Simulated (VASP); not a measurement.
A run of VASP 6.6.1 is set up as follows.

Contents of INCAR:

```
PREC     = Accurate       # precision mode
ENCUT    = 600            # plane-wave cutoff, eV
EDIFF    = 1E-6           # SCF threshold, eV
ISMEAR   = -1             # smearing method
SIGMA    = 0.05           # smearing width, eV
LREAL    = F              # projectors in reciprocal space
LASPH    = T              # aspherical terms in the spheres
NELM     = 60             # most SCF steps
ALGO     = Normal         # electronic algorithm
ISIF     = 3              # what is computed and relaxed
LWAVE    = F              # write WAVECAR
LCHARG   = F              # write CHGCAR
GGA      = RP             # functional
IVDW     = 12             # dispersion correction
IBRION   = 2              # ionic algorithm
NSW      = 60             # ionic steps
EDIFFG   = -0.01          # ionic threshold
```

KPOINTS

```
regular mesh
0
Gamma
  9 9 5
```

The input POSCAR:

```
Zr
1.0
    3.2320000000      0.0000000000      0.0000000000
   -1.6160000000      2.7989941050      0.0000000000
    0.0000000000      0.0000000000      5.1470000000
Zr
2
Direct
    0.6666666667      0.3333333333      0.7500000000
    0.3333333333      0.6666666667      0.2500000000
```

Potentials or basis: VASP PAW PBE potentials, release 64 (Zr_sv).

Command:

```console
$ cat potpaw_PBE.64/Zr_sv/POTCAR > POTCAR
$ mpirun -np 1 vasp_std > vasp.out
```

Question: What does it give for the relaxed volume?

Answer: 17.44 Å³/atom.

Question: Estimate the band gap on the k mesh.

Answer: Zero (bands 12 and 13 overlap by 1.26 eV).

Question: Predict the relaxed cell.

Answer: a = 2.897 Å, b = 2.897 Å, c = 4.801 Å, α = 90.00°, β = 90.00°, γ = 120.00°.

Question: Estimate the dispersion energy per atom.

Answer: -5.002 eV.

Final structure:
```
CELL_PARAMETERS angstrom
2.89665 0.00000 0.00000
-1.44832 2.50857 0.00000
0.00000 0.00000 4.80076
ATOMIC_POSITIONS crystal
Zr 0.66667 0.33333 0.75000
Zr 0.33333 0.66667 0.25000
```

Caveat: the volume moved by over 15 % at a fixed basis, so the end points are rough; the PAW data sets were made with another functional, which shifts forces and pressure a little.
